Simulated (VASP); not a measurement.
Ba, 4 atoms in the cell. Symmetry: P6_3/mmc, No. 194, hexagonal system. The conventional cell has a = 4.253 Å, b = 4.253 Å, c = 13.887 Å, α = 90.00°, β = 90.00°, γ = 120.00°. Within 5.6 Å of Ba (site symmetry -3m) lie 12 Ba at 4.25 Å. Ba (site symmetry -6m2) has 12 Ba at 4.25 Å within 5.6 Å.  This cell differs from its parent crystal: volume scaled by 0.85.

| Property | Result |
| --- | --- |
| Program | VASP 6.6.1 |
| Task | single point |
| Functional | PBE |
| Potentials or basis | VASP PAW PBE potentials, release 64 (Ba_sv) |
| Cutoff | 520 eV |
| k mesh | 8 × 8 × 2 |
| Occupations | fermi-dirac, width 0.08 eV |
| Spin | no spin polarisation |
| Dipole correction | no |
| Further INCAR settings | ALGO = Normal; EDIFF = 1e-06; NBANDS = 28 |

Potentials or basis: VASP PAW PBE potentials, release 64 (Ba_sv).

The run is started by

```sh
$ cat potpaw_PBE.64/Ba_sv/POTCAR > POTCAR
$ mpirun -np 1 vasp_std > vasp.out
```

Hardware: 1 thread of AMD EPYC 7R13 (shared host).

Estimate the wall time of this run.

Wall time 3.9 min on 1 thread of AMD EPYC 7R13, with other jobs on the host, peak memory 0.32 GiB. Counts: scf iterations 12, k points 20.
